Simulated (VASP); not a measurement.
A run of VASP 6.6.1 is set up as follows.

INCAR

```
PREC = Accurate ; ENCUT = 500
EDIFF = 1E-6 ; ISMEAR = 0
SIGMA = 0.05 ; LREAL = False
LASPH = True ; NELM = 120
ALGO = Normal ; ISIF = 2
LWAVE = False ; LCHARG = True
GGA = PS ; LELF = True
LVHAR = True ; NBANDS = 22
GGA_COMPAT = False
```

KPOINTS

```
Automatic mesh
0
Gamma
  10 10 5
```

POSCAR

```
Rh
1.0
    2.6677676140      0.0000000000      0.0000000000
   -1.3338838070      2.3103545251      0.0000000000
    0.0000000000      0.0000000000      4.3312548174
Rh
2
Direct
    0.6666666667      0.3333333333      0.7500000000
    0.3333333333      0.6666666667      0.2500000000
```

Potentials or basis: VASP PAW PBE potentials, release 64 (Rh_pv).

The run is started by

```sh
$ cat potpaw_PBE.64/Rh_pv/POTCAR > POTCAR
$ mpirun -np 1 vasp_std > vasp.out
```

(1) What does it give for the band gap on the k mesh?

(2) What does it give for the pressure?

## Answers

(1) zero (bands 15 and 16 overlap by 2.44 eV).

(2) 4.6 GPa.

Caveat: the cell stands under pressure; the PAW data sets were made with another functional, which shifts forces and pressure a little.
